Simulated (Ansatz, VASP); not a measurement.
**One calculation of Al2W3, two programs**

```
Al W
1.0
    -1.60869    1.60869    7.56391
     1.60869   -1.60869    7.56391
     1.60869    1.60869   -7.56391
Al W
2 3
Cartesian
  0.0000 0.0000 3.0318
  0.0000 0.0000 12.0960
  0.0000 0.0000 0.0000
  0.0000 0.0000 6.0358
  0.0000 0.0000 9.0920
```

Alike in both runs: functional PBE; k mesh 14 × 14 × 14; occupations gaussian, width 0.1 eV; no spin polarisation.

Ansatz relaxed the structure, and its values are those at the end. VASP's run is a single point on that final structure, the one shown.

|  | VASP | Ansatz |
| --- | --- | --- |
| version | VASP 6.6.1 | Ansatz 0.2.0 |
| potentials or method | VASP PAW PBE potentials, release 64 (Al, W_sv), cutoff 520 eV | scalar-relativistic, plane waves, PAW |
| valence electrons in the cell | 48 | 48 |

Ansatz gave:

```
gap on the k mesh at the Fermi level (eV) : none
pressure (GPa)                            : 0.0
rms of the force components (eV/Å)        : 0.001
```

Q: Which values does VASP return?

A: gap on the k mesh at the Fermi level (eV): none; pressure (GPa): 0.2; rms of the force components (eV/Å): 0.012.

A gap of «none» marks a metal or a gap that the smearing closes.

Neither program's run includes spin-orbit coupling.
